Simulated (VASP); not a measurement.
A run of VASP 6.6.1 is set up as follows.

Contents of INCAR:

```
PREC = Accurate
ENCUT = 500
EDIFF = 1E-6
ISMEAR = -1
SIGMA = 0.05
LREAL = F
LASPH = T
NELM = 200
ALGO = Normal
ISIF = 2
LWAVE = F
LCHARG = T
ISPIN = 2
MAGMOM = 0.9 0
LORBIT = 11
NUPDOWN = 0.9
LMAXMIX = 4
GGA = PS
LELF = T
LVHAR = T
NBANDS = 23
GGA_COMPAT = F
```

The input KPOINTS:

```
Automatic mesh
0
Gamma
  14 14 14
```

File POSCAR:

```
VAu
1.0
    1.4104010158      0.8142954061      4.6110877943
   -1.4104010158      0.8142954061      4.6110877943
    0.0000000000     -1.6285908123      4.6110877943
V Au
1 1
Direct
    0.5000000000      0.5000000000      0.5000000000
    0.0000000000      0.0000000000      0.0000000000
```

Potentials or basis: VASP PAW PBE potentials, release 64 (V_sv, Au).

Run with:

```bash
$ cat potpaw_PBE.64/V_sv/POTCAR potpaw_PBE.64/Au/POTCAR > POTCAR
$ mpirun -np 1 vasp_std > vasp.out
```

Problem. Estimate the pressure.

Solution. -8.0 GPa.

Stress tensor (GPa, compression positive):
```
-8.66  0.00  0.00
 0.00 -8.66  0.00
 0.00  0.00 -6.56
```

Caveat: the cell stands under tension; the PAW data sets were made with another functional, which shifts forces and pressure a little; the total moment is fixed, so each spin has its own Fermi level and the state may be an excited one.
